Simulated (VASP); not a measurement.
Here is a VASP 6.6.1 calculation.

The input POSCAR:

```
BN
1.0
    1.2511217832      0.7223354983      3.3729344033
   -1.2511217832      0.7223354983      3.3729344033
    0.0000000000     -1.4446709967      3.3729344033
B N
1 1
Direct
    0.9996712000      0.9996712000      0.9996712000
    0.3327618000      0.3327618000      0.3327618000
```

The input INCAR.step1:

```
ALGO     = Normal         # electronic algorithm
EDIFF    = 1E-4           # SCF threshold, eV
ENCUT    = 520            # plane-wave cutoff, eV
GGA      = PE             # functional
ISMEAR   = 0              # smearing method
LASPH    = T              # aspherical terms in the spheres
LCHARG   = F              # write CHGCAR
LREAL    = F              # projectors in reciprocal space
LWAVE    = T              # write WAVECAR
NBANDS   = 11             # bands
NELM     = 100            # most SCF steps
PREC     = Accurate       # precision mode
SIGMA    = 0.05           # smearing width, eV
```

File INCAR.step2:

```
ALGO     = Normal         # electronic algorithm
EDIFF    = 1E-6           # SCF threshold, eV
ENCUT    = 520            # plane-wave cutoff, eV
ISIF     = 2              # what is computed and relaxed
ISMEAR   = 0              # smearing method
ISTART   = 1            
LASPH    = T              # aspherical terms in the spheres
LCHARG   = F              # write CHGCAR
LMIXTAU  = T            
LREAL    = F              # projectors in reciprocal space
LWAVE    = F              # write WAVECAR
METAGGA  = R2SCAN         # meta-GGA
NBANDS   = 11             # bands
NELM     = 100            # most SCF steps
PREC     = Accurate       # precision mode
SIGMA    = 0.05           # smearing width, eV
```

File KPOINTS:

```
k-points
0
Gamma
  12 12 12
```

Potentials or basis: VASP PAW PBE potentials, release 64 (B, N).

The run is started by

```console
$ cat potpaw_PBE.64/B/POTCAR potpaw_PBE.64/N/POTCAR > POTCAR
$ cp INCAR.step1 INCAR
$ mpirun -np 1 vasp_std > vasp.out
$ cp INCAR.step2 INCAR
$ mpirun -np 1 vasp_std > vasp.out
```

Question: Estimate the pressure.

Answer: 0.1 GPa.

Question: Predict the band gap on the k mesh.

Answer: 4.84 eV, indirect (least direct gap 5.39 eV).

Question: What does it give for the largest force?

Answer: 0.008 eV/Å.

Forces in eV/Å, atoms in the order of the input:
```
B    0.000  0.000 -0.008
N    0.000  0.000  0.008
```

Caveat: the PAW data sets were made with another functional, which shifts forces and pressure a little. A k mesh can miss the band edges.
